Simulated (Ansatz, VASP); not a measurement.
Sn: VASP beside Ansatz

File INCAR:

```
SYSTEM = Sn
PREC     = Accurate       ! precision mode
ENCUT    = 520            ! plane-wave cutoff, eV
EDIFF    = 1E-6           ! SCF threshold, eV
ISMEAR   = -1             ! smearing method
SIGMA    = 0.05           ! smearing width, eV
LREAL    = .FALSE.        ! projectors in reciprocal space
LASPH    = .TRUE.         ! aspherical terms in the spheres
NELM     = 100            ! most SCF steps
ALGO     = Normal         ! electronic algorithm
ISIF     = 2              ! what is computed and relaxed
LWAVE    = .FALSE.        ! write WAVECAR
LCHARG   = .FALSE.        ! write CHGCAR
GGA      = PE             ! functional
NBANDS   = 21             ! bands
```

Contents of KPOINTS:

```
regular mesh
0
G
  15 15 15
  0 0 0
```

POSCAR

```
Sn
1.0
   -2.9730380483      2.9730380483      1.6218471360
    2.9730380483     -2.9730380483      1.6218471360
    2.9730380483      2.9730380483     -1.6218471360
Sn
2
Direct
    0.0000000000      0.0000000000      0.0000000000
    0.7500000000      0.2500000000      0.5000000000
```

Input for Ansatz:

```yaml
crystal:
  lattice:
    - [-2.9730380483, 2.9730380483, 1.621847136]
    - [2.9730380483, -2.9730380483, 1.621847136]
    - [2.9730380483, 2.9730380483, -1.621847136]
  atoms:
    - { symbol: Sn, position: [0.0, 0.0, 0.0] }
    - { symbol: Sn, position: [0.75, 0.25, 0.5] }
kpoints:
  mp_grid: { grid: [15, 15, 15] }
  band_path:
    path:
      - [0.0, 0.0, 0.0]
      - [0.0, 0.0, 0.5]
      - [-0.5, 0.5, 0.5]
      - [0.0, 0.0, 0.0]
      - [0.3243975974, 0.3243975974, -0.3243975974]
      - [-0.3243975974, 0.6756024026, 0.3243975974]
      - [-0.5, 0.5, 0.5]
      - [0.0, 0.0, 0.5]
      - [0.25, 0.25, 0.25]
    npoints: 5
scf:
  occupations: { method: fermi_dirac, width: 0.05 }
hamiltonian:
  xc: pbe
  pseudopotentials: { kind: all_electron, lapw: { basis_error: 0.0005 } }
output:
  forces: true
  stress: true
  eigenvalues: true
```

Change from the starting cell: volume scaled by 1.06.

Alike in both runs: task single point; functional PBE; k mesh 15 × 15 × 15; occupations fermi-dirac, width 0.05 eV; no spin polarisation.

```csv
,VASP,Ansatz
version,VASP 6.6.1,Ansatz 0.2.0
potentials or method,"VASP PAW PBE potentials, release 64 (Sn_d), cutoff 520 eV","all-electron LAPW, scalar-relativistic"
```

|  | VASP | Ansatz | Ansatz less VASP |
| --- | --- | --- | --- |
| pressure (GPa) | -0.5 | -0.4 | +0.05 |
| traceless stress, the component that is largest in VASP (GPa) | -0.56 | -0.56 | -0.007 |

Ansatz ran all-electron here, and VASP with PAW potentials.
